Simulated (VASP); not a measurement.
# HfB (I4/mmm) in VASP: single point with PBE

Aim: the single point of HfB with PBE.

All numbers are computed with VASP 6.6.1; they aren't measurements. Logs are shortened: lines on timing, memory, paths and dates and some standing lists are left out, and cuts for length are marked.

### 1 The cell of the first run

The structure is tetragonal, space group I4/mmm (No. 139). The conventional cell has a = 3.300 Å, b = 3.300 Å, c = 4.620 Å, α = 90.00°, β = 90.00°, γ = 90.00°. Within 3.1 Å of Hf (site symmetry 4/mmm) lie 6 B at 2.31 to 2.33 Å. Within 3.1 Å of B (site symmetry 4/mmm) lie 6 Hf at 2.31 to 2.33 Å.

### 2 Single point, PBE (x and y stretched by +1 %, z held)

INCAR

```
  PREC = Accurate
  ENCUT = 520
  EDIFF = 1E-6
  ISMEAR = -1
  SIGMA = 0.03
  LREAL = False
  LASPH = True
  NELM = 100
  ALGO = Normal
  ISIF = 2
  LWAVE = False
  LCHARG = True
  GGA = PE
  LELF = True
  LVHAR = True
  NBANDS = 14
```

KPOINTS

```
Automatic mesh
0
Gamma
  12 12 12
```

POSCAR

```
HfB
1.0
    0.0000000000      2.3331000000      2.3100000000
    2.3331000000      0.0000000000      2.3100000000
    2.3331000000      2.3331000000      0.0000000000
Hf B
1 1
Direct
    0.5000000000      0.5000000000      0.5000000000
    0.0000000000      0.0000000000      0.0000000000
```

Potentials or basis: VASP PAW PBE potentials, release 64 (Hf_pv, B).

On the command line:

```console
> cat potpaw_PBE.64/Hf_pv/POTCAR potpaw_PBE.64/B/POTCAR > POTCAR
> mpirun -np 1 vasp_std > vasp.out
```

OUTCAR:

```text
PREC = Accurate
   ENCUT = 520
   EDIFF = 1E-6
   ISMEAR = -1
   LREAL = False
   LASPH = True
   NELM = 100
   ISIF = 2
   GGA = PE

 ion  position               nearest neighbor table
   1  0.500  0.500  0.500-   2 2.31   2 2.31   2 2.33   2 2.33   2 2.33   2 2.33
   2  0.000  0.000  0.000-   1 2.31   1 2.31   1 2.33   1 2.33   1 2.33   1 2.33

  LATTYP: Found a body centered tetragonal cell.
 ALAT       =     3.2995016624
 C/A-ratio  =     1.4002114479

  Lattice vectors:

 A1 = (   0.0000000000,  -2.3331000000,  -2.3100000000)
 A2 = (   0.0000000000,   2.3331000000,  -2.3100000000)
 A3 = (   2.3331000000,   0.0000000000,   2.3100000000)

Analysis of symmetry for initial positions (statically):
=====================================================================
 Subroutine PRICEL returns:
 Original cell was already a primitive cell.

 Routine SETGRP: Setting up the symmetry group for a
 body centered tetragonal supercell.

 Subroutine GETGRP returns: Found 16 space group operations
 (whereof 16 operations were pure point group operations)
 out of a pool of 16 trial point group operations.

The static configuration has the point symmetry D_4h.

Analysis of symmetry for dynamics (positions and initial velocities):
=====================================================================
 Subroutine PRICEL returns:
 Original cell was already a primitive cell.

 Routine SETGRP: Setting up the symmetry group for a
 body centered tetragonal supercell.

 Subroutine GETGRP returns: Found 16 space group operations
 (whereof 16 operations were pure point group operations)
 out of a pool of 16 trial point group operations.

The dynamic configuration has the point symmetry D_4h.

 Subroutine INISYM returns: Found 16 space group operations
 (whereof 16 operations are pure point group operations),
 and found     1 'primitive' translations

----------------------------------------------------------------------------------------

                                     Primitive cell

  volume of cell :      25.1483

  direct lattice vectors                    reciprocal lattice vectors
     0.000000000  2.333100000  2.310000000    -0.214307145  0.214307145  0.216450216
     2.333100000  0.000000000  2.310000000     0.214307145 -0.214307145  0.216450216
     2.333100000  2.333100000  0.000000000     0.214307145  0.214307145 -0.216450216

  length of vectors
     3.283208128  3.283208128  3.299501662     0.372432277  0.372432277  0.372432277

  position of ions in fractional coordinates (direct lattice)
     0.500000000  0.500000000  0.500000000
     0.000000000  0.000000000  0.000000000

  ion indices of the primitive-cell ions
   primitive index   ion index
                 1           1
                 2           2

----------------------------------------------------------------------------------------

 KPOINTS: Automatic mesh

Automatic generation of k-mesh.
 Grid dimensions read from file:
 generate k-points for:   12   12   12

 Generating k-lattice:

  Cartesian coordinates                     Fractional coordinates (reciprocal lattice)
    -0.017858929  0.017858929  0.018037518     0.083333333  0.000000000  0.000000000
     0.017858929 -0.017858929  0.018037518     0.000000000  0.083333333  0.000000000
     0.017858929  0.017858929 -0.018037518     0.000000000  0.000000000  0.083333333

  Length of vectors
     0.031036023  0.031036023  0.031036023

  Shift w.r.t. Gamma in fractional coordinates (k-lattice)
     0.000000000  0.000000000  0.000000000

 Subroutine IBZKPT returns following result:
 ===========================================

 Found    163 irreducible k-points:

 Following reciprocal coordinates:
            Coordinates               Weight
  0.000000  0.000000  0.000000      1.000000
  0.083333 -0.000000  0.000000      8.000000
  0.166667 -0.000000  0.000000      8.000000
  0.250000 -0.000000  0.000000      8.000000
  0.333333  0.000000  0.000000      8.000000
  0.416667  0.000000  0.000000      8.000000
[... 16 lines left out ...]
  0.500000  0.166667  0.000000      8.000000
 -0.416667  0.166667  0.000000      8.000000
 [... further k-points ...]
   k-points           NKPTS =    163   k-points in BZ     NKDIM =    163   number of bands    NBANDS=     14
   number of dos      NEDOS =    301   number of ions     NIONS =      2
   total plane-waves  NPLWV =  16128
   dimension x,y,z NGX =    24 NGY =   24 NGZ =   28
   dimension x,y,z NGXF=    48 NGYF=   48 NGZF=   56
   ions per type =               1   1
   NGX,Y,Z   is equivalent  to a cutoff of  12.15, 12.15, 14.11 a.u.
   NGXF,Y,Z  is equivalent  to a cutoff of  24.30, 24.30, 28.22 a.u.
 SYSTEM =  unknown system
   PREC   = accura    normal or accurate (medium, high low for compatibility)
   ISTART =      0    job   : 0-new  1-cont  2-samecut
   ICHARG =      2    charge: 1-file 2-atom 10-const
   ISPIN  =      1    spin polarized calculation?
   LNONCOLLINEAR =      F non collinear calculations
   LSORBIT =      F    spin-orbit coupling
   LASPH  =      T    aspherical Exc in radial PAW
   ENCUT  =  520.0 eV  38.22 Ry    6.18 a.u.   6.10  6.10  6.13*2*pi/ulx,y,z
   NELM   =    100;   NELMIN=  2; NELMDL= -5     # of ELM steps
   EDIFF  = 0.1E-05   stopping-criterion for ELM
   LREAL  =      F    real-space projection
   EDIFFG = 0.1E-04   stopping-criterion for IOM
   NSW    =      0    number of steps for IOM
   IBRION =     -1    ionic relax: 0-MD 1-quasi-New 2-CG
   NFREE  =      0    steps in history (QN), initial steepest desc. (CG)
   ISIF   =      2    stress and relaxation
   ISYM   =      2    0-nonsym 1-usesym 2-fastsym
   POTIM  = 0.5000    time-step for ionic-motion
   TEBEG  =    0.0;   TEEND  =   0.0 temperature during run
   PSTRESS=    0.0 pullay stress
   NELECT =      13.0000    total number of electrons
   NUPDOWN=      -1.0000    fix difference up-down
   EMIN   =  10.00;   EMAX   =-10.00  energy-range for DOS
   EFERMI =   0.00;   METHOD = LEGACY
   ISMEAR =    -1;   SIGMA  =   0.03  broadening in eV -4-tet -1-fermi 0-gaus
   EFERMI_NEDOS =   21; number of points for ismear=-14 and -15
   IALGO  =     38    algorithm
   IMIX   =      4    mixing-type and parameters
     AMIX     =   0.40;   BMIX     =  1.00
     AMIX_MAG =   1.60;   BMIX_MAG =  1.00
  volume/ion in A,a.u.               =      12.57        84.85
  Fermi-wavevector in a.u.,A,eV,Ry     =   1.313872  2.482858 23.487188  1.726260
  Thomas-Fermi vector in A             =   2.444164
   LORBIT       =      0    0 simple, 1 ext, 2 COOP (PROOUT), +10 PAW based schemes
   GGA     = PE    functional components
   LHFCALC =     F    Hartree Fock is set to
   AEXX    =    0.0000 exact exchange contribution
   IVDW    =     0    specifies the selected vdW correction
   LEPSILON=     F    determine dielectric tensor
   LRPA    =     F    only Hartree local field effects (RPA)
 non-spin polarized calculation
  energy-cutoff  :      520.00
  volume of cell :       25.15
 maximum number of plane-waves:       692
   NGX = 13   NGY = 13   NGZ = 13

 number of electron      13.0000001 magnetization

 Free energy of the ion-electron system (eV)
  ---------------------------------------------------
  ext. energy  EPLUGINS =         0.00000000
  ---------------------------------------------------
  free energy    TOTEN  =       -17.24203156 eV

  energy without entropy =      -17.24003980  energy(sigma->0) =      -17.24103568

 E-fermi :   5.0097     XC(G=0): -12.2079

 val. band max:        5.0061796983   @ k =   0.2500  -0.0000   0.0000
 cond. band min:       5.0168998371   @ k =   0.5000   0.0000   0.2500
 fundamental gap:      0.0107201388
 Fermi energy:         5.0096799016

 k-point     1 :       0.0000    0.0000    0.0000
  band No.  band energies     occupation
      1     -23.4073      2.00000
      2     -23.4064      2.00000
      3     -23.4064      2.00000
      4      -4.5104      2.00000
      5       7.1400      0.00000
      6       7.1400      0.00000
      7       7.2591      0.00000
      8       8.8769      0.00000
      9       8.8769      0.00000
     10       8.9481      0.00000
     11       9.0871      0.00000
     12       9.2068      0.00000
     13      16.5979      0.00000
     14      17.7140      0.00000

 k-point     2 :       0.0833   -0.0000    0.0000
  band No.  band energies     occupation
      1     -23.4553      2.00000
      2     -23.4118      2.00000
      3     -23.4116      2.00000
      4      -4.3142      2.00000
      5       6.5041      0.00000
      6       6.9302      0.00000
      7       7.0202      0.00000
      8       7.8983      0.00000
      9       7.9427      0.00000
     10       9.2519      0.00000
     11      10.6719      0.00000
     12      10.7837      0.00000
     13      17.1013      0.00000
     14      17.9437      0.00000

 k-point     3 :       0.1667   -0.0000    0.0000
  band No.  band energies     occupation
      1     -23.5855      2.00000
      2     -23.4262      2.00000
      3     -23.4240      2.00000
      4      -3.7525      2.00000
      5       5.2783      0.00026
      6       5.9225      0.00000
      7       5.9923      0.00000
      8       8.1693      0.00000
      9       8.2030      0.00000
     10       9.6849      0.00000
     11      12.5696      0.00000
     12      12.7028      0.00000
     13      18.3287      0.00000
     14      18.5283      0.00000
[... 324 lines left out ...]
 k-point    23 :       0.5000    0.1667    0.0000
  band No.  band energies     occupation
      1     -24.0177      2.00000
      2     -23.5803      2.00000
      3     -23.5282      2.00000
      4      -0.2451      2.00000
      5       1.3047      2.00000
      6       3.8178      2.00000
      7       4.2646      2.00000
      8       9.4599      0.00000
      9      11.6795      0.00000
     10      12.3043      0.00000
     11      15.4740      0.00000
     12      16.2298      0.00000
     13      18.6021      0.00000
     14      20.0050      0.00000

 k-point    24 :      -0.4167    0.1667    0.0000
  band No.  band energies     occupation
      1     -24.0211      2.00000
      2     -23.6047      2.00000
      3     -23.5115      2.00000
      4       0.1864      2.00000
      5       0.8857      2.00000
      6       3.8493      2.00000
      7       4.0156      2.00000
      8      10.5979      0.00000
      9      11.0153      0.00000
     10      11.8050      0.00000
     11      15.7226      0.00000
     12      16.7576      0.00000
     13      17.8712      0.00000
     14      20.0523      0.00000

 [... further k-points ...]

------------------------ aborting loop because EDIFF is reached ----------------------------------------

  FORCE on cell =-STRESS in cart. coord.  units (eV):
  Direction    XX          YY          ZZ          XY          YZ          ZX
  --------------------------------------------------------------------------------------
  -------------------------------------------------------------------------------------
  Total        3.7038726      3.7038726      4.5012568      0.0000000      0.0000000      0.0000000
  in kB      235.9706202    235.9706202    286.7713022      0.0000000      0.0000000      0.0000000
  external PRESSURE =     252.9041809 kB  Pullay stress =       0.0000000 kB

 VOLUME and BASIS-vectors are now :
 -----------------------------------------------------------------------------
  energy-cutoff  :      520.00
  volume of cell :       25.15
      direct lattice vectors                 reciprocal lattice vectors
     0.000000000  2.333100000  2.310000000    -0.214307145  0.214307145  0.216450216
     2.333100000  0.000000000  2.310000000     0.214307145 -0.214307145  0.216450216
     2.333100000  2.333100000  0.000000000     0.214307145  0.214307145 -0.216450216

 POSITION                                       TOTAL-FORCE (eV/Angst)
 -----------------------------------------------------------------------------------
      2.33310      2.33310      2.31000         0.000000     -0.000000     -0.000000
      0.00000      0.00000      0.00000        -0.000000      0.000000      0.000000
 -----------------------------------------------------------------------------------
    total drift:                               -0.000000     -0.000000      0.000000

  FREE ENERGIE OF THE ION-ELECTRON SYSTEM (eV)
  ---------------------------------------------------
  free  energy   TOTEN  =       -17.2420315603 eV

  energy  without entropy=      -17.2400397997  energy(sigma->0) =      -17.24103568
```

Run time: 25 s. Hardware: 1 thread of Intel Xeon Platinum 8488C (Sapphire Rapids), shared host; peak memory 0.19 GiB.

Results:

| Item | Value |
| --- | --- |
| Free energy | -17.2420 eV |
| Pressure | 25.3 GPa |

Stress tensor (GPa, compression positive):
```
23.60  0.00  0.00
 0.00 23.60  0.00
 0.00  0.00 28.68
```

Levels at points of the mesh, in eV from the Fermi level:
| k point | band 3 | band 4 | band 5 | band 6 | band 7 | band 8 | band 9 | band 10 | band 11 | band 12 |
| --- | --- | --- | --- | --- | --- | --- | --- | --- | --- | --- |
| (0.00, 0.00, 0.00) | -28.42 | -9.52 | 2.13 | 2.13 | 2.25 | 3.87 | 3.87 | 3.94 | 4.08 | 4.20 |
| (0.50, 0.00, 0.00) | -28.48 | -4.97 | -4.15 | -1.36 | -1.33 | 6.35 | 6.44 | 7.42 | 8.33 | 13.74 |
| (0.50, 0.50, 0.00) | -28.67 | -6.67 | -1.07 | -0.90 | 2.24 | 2.24 | 6.12 | 7.73 | 7.73 | 9.18 |
| (0.50, 0.00, 0.50) | -28.65 | -6.70 | -1.05 | -1.02 | 2.30 | 2.34 | 6.10 | 7.67 | 7.79 | 9.14 |

Caveat: the cell differs from its parent crystal (x and y stretched by +1 %, z held); spin-orbit coupling is left out, which moves the levels of the heavy elements.
